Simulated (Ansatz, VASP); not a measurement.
Two plane-wave programs on Al2BN3

```
Al B N
1.0
     2.96772    0.00000    0.00000
    -1.48386    2.57012    0.00000
     0.00000    0.00000   14.40531
Al B N
4 2 6
Direct
  0.66667 0.33333 0.66494
  0.33333 0.66667 0.16481
  0.33333 0.66667 0.48590
  0.33333 0.66667 0.84382
  0.66667 0.33333 0.01299
  0.66667 0.33333 0.33400
  0.66667 0.33333 0.11849
  0.66667 0.33333 0.43951
  0.66667 0.33333 0.79560
  0.33333 0.66667 0.29717
  0.33333 0.66667 0.61656
  0.33333 0.66667 0.97623
```

Alike in both runs: functional PBE; k mesh 6 × 6 × 2; occupations gaussian, width 0.1 eV; no spin polarisation.

Ansatz relaxed the structure, and its values are those at the end. VASP's run is a single point on that final structure, the one shown.

|  | VASP | Ansatz |
| --- | --- | --- |
| version | VASP 6.6.1 | Ansatz 0.2.0 |
| potentials or method | VASP PAW PBE potentials, release 64 (Al, B, N), cutoff 520 eV | scalar-relativistic, plane waves, PAW |
| valence electrons in the cell | 48 | 48 |

VASP gave:

- gap on the k mesh at the Fermi level (eV): 4.32
- least direct gap on the mesh (eV): 4.32
- pressure (GPa): -0.2
- rms of the force components (eV/Å): 0.011

Q: Estimate Ansatz's values.

A: gap on the k mesh at the Fermi level (eV): 4.31; least direct gap on the mesh (eV): 4.31; pressure (GPa): 0.0; rms of the force components (eV/Å): 0.003.

With one functional, cell and mesh, what is left measures potentials, basis and numerics.
